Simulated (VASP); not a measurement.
# Ba3Ti3O11 in VASP: single point with PBE

Aim: the single point of Ba3Ti3O11 with PBE.

All numbers are computed with VASP 6.6.1; they aren't measurements. Logs are shortened: lines on timing, memory, paths and dates and some standing lists are left out, and cuts for length are marked.

## (1) The cell of the first run

The cell holds a slab with vacuum, 17 atoms: a = 4.060 Å, b = 5.757 Å, c = 23.650 Å, α = 90.00°, β = 90.00°, γ = 89.57°.

## (2) Single point, PBE

Contents of INCAR:

```
SYSTEM = Ba3Ti3O11
  ALGO = Normal
  DIPOL = 0.5 0.5 0.500
  EDIFF = 1E-6
  ENCUT = 520
  GGA = PE
  GGA_COMPAT = .FALSE.
  IDIPOL = 3
  ISIF = 2
  ISMEAR = 0
  LASPH = .TRUE.
  LCHARG = .FALSE.
  LDIPOL = .TRUE.
  LREAL = .FALSE.
  LWAVE = .FALSE.
  NBANDS = 80
  NELM = 120
  NELMDL = -8
  PREC = Accurate
  SIGMA = 0.05
```

Contents of KPOINTS:

```
k-points
0
G
  7 5 1
  0 0 0
```

Contents of POSCAR:

```
Ba3Ti3O11
1.0
    4.0597679988      0.0000000000      0.0000000000
    0.0430413577      5.7564153582      0.0000000000
    0.0000000000      0.0000000000     23.6500441119
O Ba Ti
11 3 3
Direct
    0.5116061513      0.2669179415      0.3171241442
    0.5116061513      0.7669179415      0.3196963222
    0.0222297318      0.0116061513      0.3789401555
    0.5116061513      0.7669179415      0.4381839887
    0.5116061513      0.2669179415      0.4407561668
    0.0222297318      0.5116061513      0.5000000000
    0.5116061513      0.2669179415      0.5592438332
    0.5116061513      0.7669179415      0.5618160113
    0.0222297318      0.0116061513      0.6210598445
    0.5116061513      0.7669179415      0.6803036778
    0.5116061513      0.2669179415      0.6828758558
    0.9950454828      0.4950454828      0.3789401555
    0.9950454828      0.9950454828      0.5000000000
    0.9950454828      0.4950454828      0.6210598445
    0.4808124828      0.9808124828      0.3789401555
    0.4808124828      0.4808124828      0.5000000000
    0.4808124828      0.9808124828      0.6210598445
```

Potentials or basis: VASP PAW PBE potentials, release 64 (O, Ba_sv, Ti_sv).

Run with:

```console
> cat potpaw_PBE.64/O/POTCAR potpaw_PBE.64/Ba_sv/POTCAR potpaw_PBE.64/Ti_sv/POTCAR > POTCAR
> mpirun -np 1 vasp_std > vasp.out
```

OUTCAR:

```text
SYSTEM = Ba3Ti3O11
   EDIFF = 1E-6
   ENCUT = 520
   GGA = PE
   ISIF = 2
   ISMEAR = 0
   LASPH = .TRUE.
   LREAL = .FALSE.
   NELM = 120
   NELMDL = -8
   PREC = Accurate

 ion  position               nearest neighbor table
   1  0.512  0.267  0.317-  15 2.21  12 2.78  12 2.87
   2  0.512  0.767  0.320-  15 1.87  12 2.87  12 2.98
   3  0.022  0.012  0.379-  15 1.87  15 2.21  12 2.78  13 2.87  12 2.98
   4  0.512  0.767  0.438-  15 1.87  16 2.21  13 2.78  12 2.87  13 2.87  12 2.98
   5  0.512  0.267  0.441-  16 1.87  15 2.21  12 2.78  13 2.87  12 2.87  13 2.98
   6  0.022  0.512  0.500-  16 1.87  16 2.21  13 2.78  12 2.87  14 2.87  13 2.98
   7  0.512  0.267  0.559-  16 1.87  17 2.21  14 2.78  13 2.87  14 2.87  13 2.98
   8  0.512  0.767  0.562-  17 1.87  16 2.21  13 2.78  14 2.87  13 2.87  14 2.98
   9  0.022  0.012  0.621-  17 1.87  17 2.21  14 2.78  13 2.87  14 2.98
  10  0.512  0.767  0.680-  17 1.87  14 2.87  14 2.98
  11  0.512  0.267  0.683-  17 2.21  14 2.78  14 2.87
  12  0.995  0.495  0.379-   3 2.78   1 2.78   5 2.78   4 2.87   6 2.87   2 2.87   1 2.87   5 2.87
                             4 2.98   3 2.98   2 2.98  15 3.43  16 3.48  15 3.48  16 3.54  15 3.54
  13  0.995  0.995  0.500-   6 2.78   4 2.78   8 2.78   7 2.87   5 2.87   3 2.87   9 2.87   8 2.87
                             4 2.87   5 2.98   7 2.98   6 2.98  16 3.43  15 3.48  17 3.48  16 3.48
  14  0.995  0.495  0.621-   9 2.78  11 2.78   7 2.78   8 2.87   6 2.87  10 2.87  11 2.87   7 2.87
                             8 2.98   9 2.98  10 2.98  17 3.43  16 3.48  17 3.48  16 3.54  17 3.54
  15  0.481  0.981  0.379-   4 1.87   3 1.87   2 1.87   3 2.21   1 2.21   5 2.21  12 3.43  13 3.48
                            12 3.48  13 3.54  12 3.54  12 3.64
  16  0.481  0.481  0.500-   5 1.87   7 1.87   6 1.87   6 2.21   4 2.21   8 2.21  13 3.43  12 3.48
                            14 3.48  13 3.48  12 3.54  14 3.54  13 3.54  13 3.64
  17  0.481  0.981  0.621-   8 1.87   9 1.87  10 1.87   9 2.21  11 2.21   7 2.21  14 3.43  13 3.48
                            14 3.48  13 3.54  14 3.54  14 3.64

  LATTYP: Found a simple monoclinic cell.
 ALAT       =     4.0597679988
 B/A-ratio  =     5.8254669033
 C/A-ratio  =     1.4179569547
 COS(beta)  =    -0.0074769022

  Lattice vectors:

 A1 = (   4.0597679988,   0.0000000000,   0.0000000000)
 A2 = (   0.0000000000,   0.0000000000,  23.6500441119)
 A3 = (  -0.0430413577,  -5.7564153582,   0.0000000000)

Analysis of symmetry for initial positions (statically):
=====================================================================
 Subroutine PRICEL returns:
 Original cell was already a primitive cell.

 Routine SETGRP: Setting up the symmetry group for a
 simple monoclinic supercell.

 Subroutine GETGRP returns: Found  2 space group operations
 (whereof  2 operations were pure point group operations)
 out of a pool of  4 trial point group operations.

The static configuration has the point symmetry C_1h.

Analysis of symmetry for dynamics (positions and initial velocities):
=====================================================================
 Subroutine PRICEL returns:
 Original cell was already a primitive cell.

 Routine SETGRP: Setting up the symmetry group for a
 simple monoclinic supercell.

 Subroutine GETGRP returns: Found  2 space group operations
 (whereof  2 operations were pure point group operations)
 out of a pool of  4 trial point group operations.

The dynamic configuration has the point symmetry C_1h.

 Subroutine INISYM returns: Found  2 space group operations
 (whereof  2 operations are pure point group operations),
 and found     1 'primitive' translations

----------------------------------------------------------------------------------------

                                     Primitive cell

  volume of cell :     552.6947

  direct lattice vectors                    reciprocal lattice vectors
     4.059767999  0.000000000  0.000000000     0.246319494 -0.001841758  0.000000000
     0.043041358  5.756415358  0.000000000     0.000000000  0.173719222  0.000000000
     0.000000000  0.000000000 23.650044112     0.000000000  0.000000000  0.042283219

  length of vectors
     4.059767999  5.756576268 23.650044112     0.246326380  0.173719222  0.042283219

  position of ions in fractional coordinates (direct lattice)
[... 47 lines left out ...]

  Cartesian coordinates                     Fractional coordinates (reciprocal lattice)
     0.035188499 -0.000263108  0.000000000     0.142857143  0.000000000  0.000000000
     0.000000000  0.034743844  0.000000000     0.000000000  0.200000000  0.000000000
     0.000000000  0.000000000  0.042283219     0.000000000  0.000000000  1.000000000

  Length of vectors
     0.035189483  0.034743844  0.042283219

  Shift w.r.t. Gamma in fractional coordinates (k-lattice)
     0.000000000  0.000000000  0.000000000

 Subroutine IBZKPT returns following result:
 ===========================================

 Found     18 irreducible k-points:

 Following reciprocal coordinates:
            Coordinates               Weight
  0.000000  0.000000  0.000000      1.000000
  0.142857  0.000000  0.000000      2.000000
  0.285714  0.000000  0.000000      2.000000
  0.428571  0.000000  0.000000      2.000000
  0.000000  0.200000  0.000000      2.000000
  0.142857  0.200000  0.000000      2.000000
[... 10 lines left out ...]
 -0.285714  0.400000  0.000000      2.000000
 -0.142857  0.400000  0.000000      2.000000
   k-points           NKPTS =     18   k-points in BZ     NKDIM =     18   number of bands    NBANDS=     80
   number of dos      NEDOS =    301   number of ions     NIONS =     17
   total plane-waves  NPLWV = 259200
   dimension x,y,z NGX =    30 NGY =   48 NGZ =  180
   dimension x,y,z NGXF=    60 NGYF=   96 NGZF=  360
   ions per type =              11   3   3
   NGX,Y,Z   is equivalent  to a cutoff of  12.28, 13.86, 12.65 a.u.
   NGXF,Y,Z  is equivalent  to a cutoff of  24.57, 27.72, 25.31 a.u.
 SYSTEM =  Ba3Ti3O11
   PREC   = accura    normal or accurate (medium, high low for compatibility)
   ISTART =      0    job   : 0-new  1-cont  2-samecut
   ICHARG =      2    charge: 1-file 2-atom 10-const
   ISPIN  =      1    spin polarized calculation?
   LNONCOLLINEAR =      F non collinear calculations
   LSORBIT =      F    spin-orbit coupling
   LASPH  =      T    aspherical Exc in radial PAW
   ENCUT  =  520.0 eV  38.22 Ry    6.18 a.u.   7.55 10.70 43.97*2*pi/ulx,y,z
   NELM   =    120;   NELMIN=  2; NELMDL= -8     # of ELM steps
   EDIFF  = 0.1E-05   stopping-criterion for ELM
   LREAL  =      F    real-space projection
   EDIFFG = 0.1E-04   stopping-criterion for IOM
   NSW    =      0    number of steps for IOM
   IBRION =     -1    ionic relax: 0-MD 1-quasi-New 2-CG
   NFREE  =      0    steps in history (QN), initial steepest desc. (CG)
   ISIF   =      2    stress and relaxation
   ISYM   =      2    0-nonsym 1-usesym 2-fastsym
   POTIM  = 0.5000    time-step for ionic-motion
   TEBEG  =    0.0;   TEEND  =   0.0 temperature during run
   PSTRESS=    0.0 pullay stress
   NELECT =     132.0000    total number of electrons
   NUPDOWN=      -1.0000    fix difference up-down
   EMIN   =  10.00;   EMAX   =-10.00  energy-range for DOS
   EFERMI =   0.00;   METHOD = LEGACY
   ISMEAR =     0;   SIGMA  =   0.05  broadening in eV -4-tet -1-fermi 0-gaus
   EFERMI_NEDOS =   21; number of points for ismear=-14 and -15
   IALGO  =     38    algorithm
   IMIX   =      4    mixing-type and parameters
     AMIX     =   0.40;   BMIX     =  1.00
     AMIX_MAG =   1.60;   BMIX_MAG =  1.00
  volume/ion in A,a.u.               =      32.51       219.40
  Fermi-wavevector in a.u.,A,eV,Ry     =   1.015713  1.919419 14.036764  1.031673
  Thomas-Fermi vector in A             =   2.149015
   LORBIT       =      0    0 simple, 1 ext, 2 COOP (PROOUT), +10 PAW based schemes
   GGA     = PE    functional components
   LHFCALC =     F    Hartree Fock is set to
   AEXX    =    0.0000 exact exchange contribution
   IVDW    =     0    specifies the selected vdW correction
   LEPSILON=     F    determine dielectric tensor
   LRPA    =     F    only Hartree local field effects (RPA)
 non-spin polarized calculation
 Gauss-broadening in eV      SIGMA  =   0.05
  energy-cutoff  :      520.00
  volume of cell :      552.69
 maximum number of plane-waves:     14929
 NGX is ok and might be reduce to    30
   NGX = 15   NGY = 21   NGZ = 87

 number of electron     132.0000023 magnetization

 dipolmoment           0.000000      0.000000     -0.000000 electrons x Angstroem

 Free energy of the ion-electron system (eV)
  ---------------------------------------------------
  ext. energy  EPLUGINS =         0.00000000
  ---------------------------------------------------
  free energy    TOTEN  =      -122.65985721 eV

  energy without entropy =     -122.61876978  energy(sigma->0) =     -122.63931349

 E-fermi :  -3.9897     XC(G=0):  -4.9743

 val. band max:       -3.9922437961   @ k =   0.4286   0.4000   0.0000
 cond. band min:      -3.9873500694   @ k =  -0.2857   0.2000   0.0000
 fundamental gap:      0.0048937268
 Fermi energy:        -3.9897315429

 k-point     1 :       0.0000    0.0000    0.0000
  band No.  band energies     occupation
      1     -60.4343      2.00000
      2     -59.8775      2.00000
      3     -59.8774      2.00000
      4     -36.7094      2.00000
      5     -36.7064      2.00000
      6     -36.7025      2.00000
[... 1447 lines left out ...]
     77       0.1408      0.00000
     78       1.0194      0.00000
 [bands above 78 left out]

------------------------ aborting loop because EDIFF is reached ----------------------------------------

 vacuum level on the upper side and lower side of the slab       (xc-potential included)        -0.133        -0.133

  FORCE on cell =-STRESS in cart. coord.  units (eV):
  Direction    XX          YY          ZZ          XY          YZ          ZX
  --------------------------------------------------------------------------------------
  -------------------------------------------------------------------------------------
  Total        2.1854525     -3.7240274     -4.3092098     -0.3804888      0.0000000      0.0000000
  in kB        6.3352924    -10.7953856    -12.4917396     -1.1029788      0.0000000      0.0000000
  external PRESSURE =      -5.6506109 kB  Pullay stress =       0.0000000 kB

 VOLUME and BASIS-vectors are now :
 -----------------------------------------------------------------------------
  energy-cutoff  :      520.00
  volume of cell :      552.69
      direct lattice vectors                 reciprocal lattice vectors
     4.059767999  0.000000000  0.000000000     0.246319494 -0.001841758  0.000000000
     0.043041358  5.756415358  0.000000000     0.000000000  0.173719222  0.000000000
     0.000000000  0.000000000 23.650044112     0.000000000  0.000000000  0.042283219

 POSITION                                       TOTAL-FORCE (eV/Angst)
 -----------------------------------------------------------------------------------
      2.08849      1.53649      7.50000        -0.048714     -0.950097      1.374164
      2.11001      4.41470      7.56083         0.046770      0.678606      1.261131
      0.09075      0.06681      8.96195        -0.421800     -0.045088      0.595728
      2.11001      4.41470     10.36307        -0.012935     -0.469991      0.591664
      2.08849      1.53649     10.42390        -0.013448      0.099970      0.322091
      0.11227      2.94502     11.82502        -0.140009     -0.034544      0.000000
[... 9 lines left out ...]
      1.97268      2.76776     11.82502         0.127313      0.125487      0.000000
      1.99420      5.64596     14.68809         0.390561      0.634421      2.613084
 -----------------------------------------------------------------------------------
    total drift:                               -0.000684     -0.000083     -0.000012

  FREE ENERGIE OF THE ION-ELECTRON SYSTEM (eV)
  ---------------------------------------------------
  free  energy   TOTEN  =      -122.6598572089 eV

  energy  without entropy=     -122.6187697804  energy(sigma->0) =     -122.63931349

 vacuum level on the upper side and lower side of the slab         4.577         4.577
```

It took 38 min on 1 thread of Intel Xeon Platinum 8488C (Sapphire Rapids), shared host; peak memory 0.96 GiB.

Results:

```
Free energy            : -122.6599 eV
Largest force          : 2.717 eV/Å
Band gap on the k mesh : zero (bands 66 and 67 overlap by 0.22 eV)
```

Forces on the atoms (eV/Å):
```
O   -0.049 -0.950  1.374
O    0.047  0.679  1.261
O   -0.422 -0.045  0.596
O   -0.013 -0.470  0.592
O   -0.013  0.100  0.322
O   -0.140 -0.035  0.000
O   -0.013  0.100 -0.322
O   -0.013 -0.470 -0.592
O   -0.422 -0.045 -0.596
O    0.047  0.679 -1.261
O   -0.049 -0.950 -1.374
Ba   0.052 -0.033 -1.688
Ba   0.028  0.080  0.000
Ba   0.052 -0.033  1.688
Ti   0.391  0.634 -2.613
Ti   0.127  0.125  0.000
Ti   0.391  0.634  2.613
```

Caveat: spin-orbit coupling is left out, which moves the levels of the heavy elements; semilocal functionals often make such compounds metallic where correlation or magnetic order opens a gap, which also shifts bond lengths.
